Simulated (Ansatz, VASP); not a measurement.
# Zr3SeS2 in VASP and in Ansatz

```
Zr Se S
1.0
     3.11889   -5.66484    0.00000
     3.11889    5.66484    0.00000
     0.00000    0.00000    3.85317
Zr Se S
3 1 2
Direct
  0.00000 0.50000 0.00000
  0.50000 0.00000 0.00000
  0.50000 0.50000 0.50000
  0.00000 0.00000 0.50000
  0.28142 0.71858 0.50000
  0.71858 0.28142 0.50000
```

Alike in both runs: functional PBE; k mesh 8 × 8 × 10; occupations gaussian, width 0.1 eV; no spin polarisation.

Ansatz relaxed the structure, and its values are those at the end. VASP's run is a single point on that final structure, the one shown.

|  | VASP | Ansatz |
| --- | --- | --- |
| version | VASP 6.6.1 | Ansatz 0.2.0 |
| potentials or method | VASP PAW PBE potentials, release 64 (Zr_sv, Se, S), cutoff 520 eV | scalar-relativistic, plane waves, PAW |
| valence electrons in the cell | 54 | 64 |

|  | VASP | Ansatz | Ansatz less VASP |
| --- | --- | --- | --- |
| gap on the k mesh at the Fermi level (eV) | none | none | - |
| pressure (GPa) | 0.0 | 0.0 | -0.01 |

A gap of «none» marks a metal or a gap that the smearing closes. VASP's potentials hold 54 valence electrons a cell and Ansatz's 64, so a difference there can come from the potentials and not from the codes.
